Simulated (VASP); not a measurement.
# AgCl (F-43m) in VASP: a series of runs

The runs below take AgCl through single point, relaxation of cell and atoms, with r2SCAN, PBE.

Program: VASP 6.6.1. These are calculated values, not measurements. Logs are shortened: lines on timing, memory, paths and dates and some standing lists are left out, and cuts for length are marked.

## Step 1: The cell of the first run

It takes space group F-43m (No. 216, cubic). The conventional cell has a = 6.059 Å, b = 6.059 Å, c = 6.059 Å, α = 90.00°, β = 90.00°, γ = 90.00°. Within 3.5 Å of Ag (site symmetry -43m) lie 4 Cl at 2.62 Å. Cl (site symmetry -43m) has 4 Ag at 2.62 Å within 3.5 Å.

## Step 2: Single point, r2SCAN

POSCAR

```
AgCl
1.0
    0.0000000000      3.0296700899      3.0296700899
    3.0296700899      0.0000000000      3.0296700899
    3.0296700899      3.0296700899      0.0000000000
Ag Cl
1 1
Direct
    0.0000000000      0.0000000000      0.0000000000
    0.2500000000      0.2500000000      0.2500000000
```

INCAR.step1

```
PREC = Accurate
ENCUT = 520
ISMEAR = 0
SIGMA = 0.02
LREAL = F
LASPH = T
NELM = 100
NBANDS = 16
GGA = PE
ALGO = Normal
EDIFF = 1E-4
LWAVE = T
LCHARG = F
```

INCAR.step2

```
PREC = Accurate
ENCUT = 520
EDIFF = 1E-7
ISMEAR = 0
SIGMA = 0.02
LREAL = F
LASPH = T
NELM = 100
ALGO = Normal
ISIF = 2
LWAVE = F
LCHARG = F
METAGGA = R2SCAN
LMIXTAU = T
NBANDS = 16
ISTART = 1
```

KPOINTS

```
regular mesh
0
Gamma
  8 8 8
```

Potentials or basis: VASP PAW PBE potentials, release 64 (Ag, Cl).

Run with:

```sh
$ cat potpaw_PBE.64/Ag/POTCAR potpaw_PBE.64/Cl/POTCAR > POTCAR
$ cp INCAR.step1 INCAR
$ mpirun -np 1 vasp_std > vasp.out
$ cp INCAR.step2 INCAR
$ mpirun -np 1 vasp_std > vasp.out
```

OUTCAR:

```text
PREC = Accurate
   ENCUT = 520
   EDIFF = 1E-7
   ISMEAR = 0
   LREAL = F
   LASPH = T
   NELM = 100
   ISIF = 2
   METAGGA = R2SCAN
   ISTART = 1

 ion  position               nearest neighbor table
   1  0.000  0.000  0.000-   2 2.62   2 2.62   2 2.62   2 2.62
   2  0.250  0.250  0.250-   1 2.62   1 2.62   1 2.62   1 2.62

  LATTYP: Found a face centered cubic cell.
 ALAT       =     6.0593401798

  Lattice vectors:

 A1 = (   0.0000000000,   3.0296700899,   3.0296700899)
 A2 = (   3.0296700899,   0.0000000000,   3.0296700899)
 A3 = (   3.0296700899,   3.0296700899,   0.0000000000)

Analysis of symmetry for initial positions (statically):
=====================================================================
 Subroutine PRICEL returns:
 Original cell was already a primitive cell.

 Routine SETGRP: Setting up the symmetry group for a
 face centered cubic supercell.

 Subroutine GETGRP returns: Found 24 space group operations
 (whereof 24 operations were pure point group operations)
 out of a pool of 48 trial point group operations.

The static configuration has the point symmetry T_d .

Analysis of symmetry for dynamics (positions and initial velocities):
=====================================================================
 Subroutine PRICEL returns:
 Original cell was already a primitive cell.

 Routine SETGRP: Setting up the symmetry group for a
 face centered cubic supercell.

 Subroutine GETGRP returns: Found 24 space group operations
 (whereof 24 operations were pure point group operations)
 out of a pool of 48 trial point group operations.

The dynamic configuration has the point symmetry T_d .

 Subroutine INISYM returns: Found 24 space group operations
 (whereof 24 operations are pure point group operations),
 and found     1 'primitive' translations

----------------------------------------------------------------------------------------

                                     Primitive cell

  volume of cell :      55.6181

  direct lattice vectors                    reciprocal lattice vectors
     0.000000000  3.029670090  3.029670090    -0.165034471  0.165034471  0.165034471
     3.029670090  0.000000000  3.029670090     0.165034471 -0.165034471  0.165034471
     3.029670090  3.029670090  0.000000000     0.165034471  0.165034471 -0.165034471

  length of vectors
     4.284600531  4.284600531  4.284600531     0.285848088  0.285848088  0.285848088

  position of ions in fractional coordinates (direct lattice)
[... 79 lines left out ...]
   EDIFF  = 0.1E-06   stopping-criterion for ELM
   LREAL  =      F    real-space projection
   EDIFFG = 0.1E-05   stopping-criterion for IOM
   NSW    =      0    number of steps for IOM
   IBRION =     -1    ionic relax: 0-MD 1-quasi-New 2-CG
   NFREE  =      0    steps in history (QN), initial steepest desc. (CG)
   ISIF   =      2    stress and relaxation
   ISYM   =      2    0-nonsym 1-usesym 2-fastsym
   POTIM  = 0.5000    time-step for ionic-motion
   TEBEG  =    0.0;   TEEND  =   0.0 temperature during run
   PSTRESS=    0.0 pullay stress
   NELECT =      18.0000    total number of electrons
   NUPDOWN=      -1.0000    fix difference up-down
   EMIN   =  10.00;   EMAX   =-10.00  energy-range for DOS
   EFERMI =   0.00;   METHOD = LEGACY
   ISMEAR =     0;   SIGMA  =   0.02  broadening in eV -4-tet -1-fermi 0-gaus
   EFERMI_NEDOS =   21; number of points for ismear=-14 and -15
   IALGO  =     38    algorithm
   IMIX   =      4    mixing-type and parameters
     AMIX     =   0.40;   BMIX     =  1.00
     AMIX_MAG =   1.60;   BMIX_MAG =  1.00
  volume/ion in A,a.u.               =      27.81       187.66
  Fermi-wavevector in a.u.,A,eV,Ry     =   1.123985  2.124023 17.188800  1.263341
  Thomas-Fermi vector in A             =   2.260654
   LORBIT       =      0    0 simple, 1 ext, 2 COOP (PROOUT), +10 PAW based schemes
   METAGGA = R2SCAN    functional components
   LHFCALC =     F    Hartree Fock is set to
   AEXX    =    0.0000 exact exchange contribution
   IVDW    =     0    specifies the selected vdW correction
   LEPSILON=     F    determine dielectric tensor
   LRPA    =     F    only Hartree local field effects (RPA)
 non-spin polarized calculation
 Gauss-broadening in eV      SIGMA  =   0.02
  energy-cutoff  :      520.00
  volume of cell :       55.62
 maximum number of plane-waves:      1524
   NGX = 15   NGY = 15   NGZ = 15

 number of electron      17.9999995 magnetization

 Free energy of the ion-electron system (eV)
  ---------------------------------------------------
  ext. energy  EPLUGINS =         0.00000000
  ---------------------------------------------------
  free energy    TOTEN  =       -28.53636055 eV

  energy without entropy =      -28.53636055  energy(sigma->0) =      -28.53636055

 E-fermi :   1.2633     XC(G=0):  -8.9217

 val. band max:        1.1036182542   @ k =   0.0000   0.0000   0.0000
 cond. band min:       2.7483886233   @ k =   0.0000   0.0000   0.0000
 fundamental gap:      1.6447703691
 Fermi energy:         1.2632750663

 k-point     1 :       0.0000    0.0000    0.0000
  band No.  band energies     occupation
      1     -14.2188      2.00000
      2      -2.8885      2.00000
      3      -2.8885      2.00000
      4      -2.8885      2.00000
      5      -0.9050      2.00000
      6      -0.9050      2.00000
[... 433 lines left out ...]
      3      -2.7333      2.00000
      4      -2.5644      2.00000
      5      -0.9419      2.00000
      6      -0.8468      2.00000
[... 8 lines left out ...]
     15      14.4699      0.00000
     16      15.4489      0.00000

 [... further k-points ...]

------------------------ aborting loop because EDIFF is reached ----------------------------------------

  FORCE on cell =-STRESS in cart. coord.  units (eV):
  Direction    XX          YY          ZZ          XY          YZ          ZX
  --------------------------------------------------------------------------------------
  -------------------------------------------------------------------------------------
  Total       -0.4318127     -0.4318127     -0.4318127      0.0000000      0.0000000      0.0000000
  in kB      -12.4391302    -12.4391302    -12.4391302      0.0000000      0.0000000      0.0000000
  external PRESSURE =     -12.4391302 kB  Pullay stress =       0.0000000 kB

 VOLUME and BASIS-vectors are now :
 -----------------------------------------------------------------------------
  energy-cutoff  :      520.00
  volume of cell :       55.62
      direct lattice vectors                 reciprocal lattice vectors
     0.000000000  3.029670090  3.029670090    -0.165034471  0.165034471  0.165034471
     3.029670090  0.000000000  3.029670090     0.165034471 -0.165034471  0.165034471
     3.029670090  3.029670090  0.000000000     0.165034471  0.165034471 -0.165034471

 POSITION                                       TOTAL-FORCE (eV/Angst)
 -----------------------------------------------------------------------------------
      0.00000      0.00000      0.00000         0.000000     -0.000000     -0.000000
      1.51484      1.51484      1.51484        -0.000000      0.000000      0.000000
 -----------------------------------------------------------------------------------
    total drift:                                0.000008      0.000008      0.000008

  FREE ENERGIE OF THE ION-ELECTRON SYSTEM (eV)
  ---------------------------------------------------
  free  energy   TOTEN  =       -28.5363605515 eV

  energy  without entropy=      -28.5363605515  energy(sigma->0) =      -28.53636055
```

OUTCAR.step1:

```text
PREC = Accurate
   ENCUT = 520
   ISMEAR = 0
   LREAL = F
   LASPH = T
[... 676 lines left out ...]
 -----------------------------------------------------------------------------------
      0.00000      0.00000      0.00000         0.000000      0.000000      0.000000
      1.51484      1.51484      1.51484        -0.000000     -0.000000     -0.000000
 -----------------------------------------------------------------------------------
    total drift:                               -0.000000     -0.000000     -0.000000

  FREE ENERGIE OF THE ION-ELECTRON SYSTEM (eV)
  ---------------------------------------------------
  free  energy   TOTEN  =        -5.4531879487 eV

  energy  without entropy=       -5.4531879487  energy(sigma->0) =       -5.45318795
```

OSZICAR.step1:

```text
N       E                     dE             d eps       ncg     rms          rms(c)
DAV:   1     0.101460900465E+03    0.10146E+03   -0.82257E+03   928   0.977E+02
DAV:   2    -0.124662880736E+01   -0.10271E+03   -0.95884E+02  1152   0.217E+02
DAV:   3    -0.561015033968E+01   -0.43635E+01   -0.43520E+01  1184   0.460E+01
DAV:   4    -0.564732850494E+01   -0.37178E-01   -0.37175E-01  1176   0.461E+00
DAV:   5    -0.564795662990E+01   -0.62812E-03   -0.62811E-03  1176   0.597E-01    0.519E+00
DAV:   6    -0.545629238662E+01    0.19166E+00   -0.28638E-01  1240   0.659E+00    0.360E+00
DAV:   7    -0.545279028591E+01    0.35021E-02   -0.10255E-01  1048   0.210E+00    0.190E+00
DAV:   8    -0.545275705897E+01    0.33227E-04   -0.60375E-03  1104   0.787E-01    0.245E-01
DAV:   9    -0.545296611815E+01   -0.20906E-03   -0.69261E-04  1192   0.355E-01    0.477E-02
DAV:  10    -0.545317611721E+01   -0.21000E-03   -0.27015E-04  1048   0.113E-01    0.410E-02
DAV:  11    -0.545318794867E+01   -0.11831E-04   -0.97346E-06   984   0.224E-02
   1 F= -.54531879E+01 E0= -.54531879E+01  d E =-.279903E-11
```

Run time: 51 s. Hardware: 1 thread of Intel Xeon Platinum 8488C (Sapphire Rapids), shared host; peak memory 0.19 GiB.

Results:

| Item | Value |
| --- | --- |
| Free energy | -28.5364 eV |
| Pressure | -1.2 GPa |
| Band gap on the k mesh | 1.64 eV |

Levels at points of the mesh, in eV from the valence-band top:
| k point | band 5 | band 6 | band 7 | band 8 | band 9 | band 10 | band 11 | band 12 | band 13 | band 14 |
| --- | --- | --- | --- | --- | --- | --- | --- | --- | --- | --- |
| (0.00, 0.00, 0.00) | -2.01 | -2.01 | 0.00 | 0.00 | 0.00 | 1.64 | 8.70 | 8.70 | 8.70 | 13.01 |
| (0.50, 0.00, 0.00) | -1.95 | -1.95 | -1.87 | -0.54 | -0.54 | 4.21 | 6.93 | 8.97 | 8.97 | 12.12 |
| (0.50, 0.50, 0.00) | -1.96 | -1.87 | -1.61 | -1.28 | -1.28 | 5.15 | 5.88 | 8.92 | 11.17 | 11.17 |

Caveat: the PAW data sets were made with another functional, which shifts forces and pressure a little.

## Step 3: Relaxation of cell and atoms, PBE

This run uses another cell than the first one, of 25.79 Å³/atom.

INCAR

```
SYSTEM = AgCl
ALGO = Normal
EDIFF = 1E-6
EDIFFG = -0.01
ENCUT = 600
GGA = PE
IBRION = 2
ISIF = 3
ISMEAR = 0
LASPH = .TRUE.
LCHARG = .FALSE.
LREAL = .FALSE.
LWAVE = .FALSE.
NELM = 100
NSW = 100
PREC = Accurate
SIGMA = 0.02
```

KPOINTS

```
k-points
0
G
  8 8 8
  0 0 0
```

POSCAR

```
AgCl
1.0
    0.0000000000      2.9545526100      2.9545526100
    2.9545526100      0.0000000000      2.9545526100
    2.9545526100      2.9545526100      0.0000000000
Ag Cl
1 1
Direct
    0.0000000000      0.0000000000      0.0000000000
    0.2500000000      0.2500000000      0.2500000000
```

Potentials or basis: VASP PAW PBE potentials, release 64 (Ag, Cl).

Run with:

```sh
$ cat potpaw_PBE.64/Ag/POTCAR potpaw_PBE.64/Cl/POTCAR > POTCAR
$ mpirun -np 1 vasp_std > vasp.out
```

Run time: 29 s. Hardware: 1 thread of Intel Xeon Platinum 8488C (Sapphire Rapids), shared host; peak memory 0.22 GiB.

Results (log left out):

* Free energy: -5.4521 eV
* Relaxed volume: 27.74 Å³/atom
* Relaxed cell: a = 4.281 Å, b = 4.281 Å, c = 4.281 Å, α = 60.00°, β = 60.00°, γ = 60.00°
* Space group after relaxing (to 0.1 Å): F-43m (No. 216)
* Energy gained by relaxing: 14.7 meV/atom
* Ionic steps: 3
* Pressure after relaxing: 0.0 GPa
* Band gap on the k mesh: 1.29 eV

Step by step:
```
step  energy change (eV)  largest force (eV/Å)  pressure (GPa)  volume (Å³)
   1              0.0000                0.0000            2.64        51.58
   2             -0.0287                0.0000            0.35        54.82
   3             -0.0294                0.0000           -0.02        55.47
```

Final structure:
```
Ag Cl
1.0
     0.00000    3.02699    3.02699
     3.02699    0.00000    3.02699
     3.02699    3.02699    0.00000
Ag Cl
1 1
Direct
  0.00000 0.00000 0.00000
  0.25000 0.25000 0.25000
```

Levels at points of the mesh, in eV from the valence-band top:
| k point | band 6 | band 7 | band 8 | band 9 | band 10 | band 11 | band 12 | band 13 |
| --- | --- | --- | --- | --- | --- | --- | --- | --- |
| (0.00, 0.00, 0.00) | -2.02 | 0.00 | 0.00 | 0.00 | 1.29 | 8.12 | 8.12 | 8.12 |
| (0.50, 0.00, 0.00) | -1.96 | -1.88 | -0.54 | -0.54 | 3.74 | 6.65 | 8.45 | 8.45 |
| (0.50, 0.50, 0.00) | -1.88 | -1.64 | -1.27 | -1.27 | 4.87 | 5.35 | 8.68 | 10.54 |

## Step 4: Relaxation of cell and atoms, PBE

INCAR

```
SYSTEM = AgCl
ALGO     = Normal         ! electronic algorithm
EDIFF    = 1E-6           ! SCF threshold, eV
EDIFFG   = -0.01          ! ionic threshold
ENCUT    = 600            ! plane-wave cutoff, eV
GGA      = PE             ! functional
IBRION   = 2              ! ionic algorithm
ISIF     = 3              ! what is computed and relaxed
ISMEAR   = 0              ! smearing method
LASPH    = .True.         ! aspherical terms in the spheres
LCHARG   = .False.        ! write CHGCAR
LREAL    = .False.        ! projectors in reciprocal space
LWAVE    = .False.        ! write WAVECAR
NELM     = 100            ! most SCF steps
NSW      = 100            ! ionic steps
PREC     = Accurate       ! precision mode
SIGMA    = 0.02           ! smearing width, eV
```

KPOINTS

```
k-points
0
Gamma
  8 8 8
  0 0 0
```

POSCAR

```
AgCl
1.0
    0.0000000000      3.0296700899      3.0296700899
    3.0296700899      0.0000000000      3.0296700899
    3.0296700899      3.0296700899      0.0000000000
Ag Cl
1 1
Direct
    0.0000000000      0.0000000000      0.0000000000
    0.2500000000      0.2500000000      0.2500000000
```

Potentials or basis: VASP PAW PBE potentials, release 64 (Ag, Cl).

Run with:

```sh
$ cat potpaw_PBE.64/Ag/POTCAR potpaw_PBE.64/Cl/POTCAR > POTCAR
$ mpirun -np 1 vasp_std > vasp.out
```

OUTCAR:

```text
SYSTEM = AgCl
   EDIFF = 1E-6
   EDIFFG = -0.01
   ENCUT = 600
   GGA = PE
   IBRION = 2
   ISIF = 3
   ISMEAR = 0
   LASPH = .True.
   LREAL = .False.
   NELM = 100
   NSW = 100
   PREC = Accurate

 ion  position               nearest neighbor table
   1  0.000  0.000  0.000-   2 2.62   2 2.62   2 2.62   2 2.62
   2  0.250  0.250  0.250-   1 2.62   1 2.62   1 2.62   1 2.62

  LATTYP: Found a face centered cubic cell.
 ALAT       =     6.0593401798
[... 623 lines left out ...]

  FORCE on cell =-STRESS in cart. coord.  units (eV):
  Direction    XX          YY          ZZ          XY          YZ          ZX
  --------------------------------------------------------------------------------------
  -------------------------------------------------------------------------------------
  Total       -0.0067526     -0.0067526     -0.0067526      0.0000000      0.0000000     -0.0000000
  in kB       -0.1949374     -0.1949374     -0.1949374      0.0000000      0.0000000     -0.0000000
  external PRESSURE =      -0.1949374 kB  Pullay stress =       0.0000000 kB

 VOLUME and BASIS-vectors are now :
 -----------------------------------------------------------------------------
  energy-cutoff  :      600.00
  volume of cell :       55.50
      direct lattice vectors                 reciprocal lattice vectors
     0.000000000  3.027515281  3.027515281    -0.165151933  0.165151933  0.165151933
     3.027515281 -0.000000000  3.027515281     0.165151933 -0.165151933  0.165151933
     3.027515281  3.027515281 -0.000000000     0.165151933  0.165151933 -0.165151933

 POSITION                                       TOTAL-FORCE (eV/Angst)
 -----------------------------------------------------------------------------------
      6.05503      6.05503      6.05503        -0.000000     -0.000000     -0.000000
      1.51376      1.51376      1.51376         0.000000      0.000000      0.000000
 -----------------------------------------------------------------------------------
    total drift:                                0.000000      0.000000      0.000000

  FREE ENERGIE OF THE ION-ELECTRON SYSTEM (eV)
  ---------------------------------------------------
  free  energy   TOTEN  =        -5.4532448173 eV

  energy  without entropy=       -5.4532448173  energy(sigma->0) =       -5.45324482

 reached required accuracy - stopping structural energy minimisation
```

OSZICAR:

```text
N       E                     dE             d eps       ncg     rms          rms(c)
DAV:   1     0.112240614374E+03    0.11224E+03   -0.91778E+03   754   0.135E+03
DAV:   2     0.197334897508E+00   -0.11204E+03   -0.10462E+03   879   0.261E+02
DAV:   3    -0.559028690064E+01   -0.57876E+01   -0.57637E+01   914   0.625E+01
[... 13 lines left out ...]
DAV:   2    -0.545328742482E+01    0.83148E-03   -0.23515E-03   754   0.595E-01    0.605E-02
DAV:   3    -0.545324215862E+01    0.45266E-04   -0.15994E-04   754   0.105E-01    0.449E-02
DAV:   4    -0.545324323616E+01   -0.10775E-05   -0.75805E-06   789   0.290E-02    0.106E-02
DAV:   5    -0.545324478444E+01   -0.15483E-05   -0.26825E-06   809   0.251E-02    0.271E-03
DAV:   6    -0.545324481734E+01   -0.32905E-07   -0.42523E-07   377   0.873E-03
   2 F= -.54532448E+01 E0= -.54532448E+01  d E =-.403576E-04
```

CONTCAR:

```text
AgCl
   1.00000000000000
     0.0000000000000000    3.0275152807645145    3.0275152807645145
     3.0275152807645145   -0.0000000000000000    3.0275152807645145
     3.0275152807645145    3.0275152807645145   -0.0000000000000000
  Ag              Cl
     1     1
Direct
     1.0000000000000000    1.0000000000000000    1.0000000000000000
     0.2500000000000000    0.2500000000000000    0.2500000000000000

  0.00000000E+00  0.00000000E+00  0.00000000E+00
  0.00000000E+00  0.00000000E+00  0.00000000E+00
```

Run time: 18 s. Hardware: 1 thread of Intel Xeon Platinum 8488C (Sapphire Rapids), shared host; peak memory 0.22 GiB.

What came out:

```yaml
Free_energy: -5.4532 eV
Relaxed_volume: 27.75 Å³/atom
Relaxed_cell: a = 4.282 Å, b = 4.282 Å, c = 4.282 Å, α = 60.00°, β = 60.00°, γ = 60.00°
Space_group_after_relaxing_to_0.1_Å: F-43m (No. 216)
Energy_gained_by_relaxing: 0.0 meV/atom
Ionic_steps: 2
Pressure_after_relaxing: 0.0 GPa
Band_gap_on_the_k_mesh: 1.29 eV
```

Final structure:
```
CELL_PARAMETERS angstrom
0.00000 3.02752 3.02752
3.02752 0.00000 3.02752
3.02752 3.02752 0.00000
ATOMIC_POSITIONS crystal
Ag 0.00000 0.00000 0.00000
Cl 0.25000 0.25000 0.25000
```

A k mesh can miss the band edges.

## Step 5: The runs side by side

```csv
task,level,cell,cutoff (eV),gap on the mesh (eV),pressure (GPa),relaxed volume (Å³/atom)
single point,r2SCAN,"a = 4.285 Å, angles 60.0°, 2 atoms",520,1.64,-1.2,-
relaxation of cell and atoms,PBE,"relaxed from a = 4.178 Å, angles 60.0°, 2 atoms",600,1.29,0.0,27.74
relaxation of cell and atoms,PBE,"relaxed from a = 4.285 Å, angles 60.0°, 2 atoms",600,1.29,0.0,27.75
```

Alike in all rows: potentials or basis VASP PAW PBE potentials, release 64 (Ag, Cl); no spin polarisation; k mesh 8 × 8 × 8; smearing gaussian 0.02 eV.

Caveats: the PAW data sets were made with another functional, which shifts forces and pressure a little (at least some runs).

Absolute energies hang on the potentials; compare differences alone.
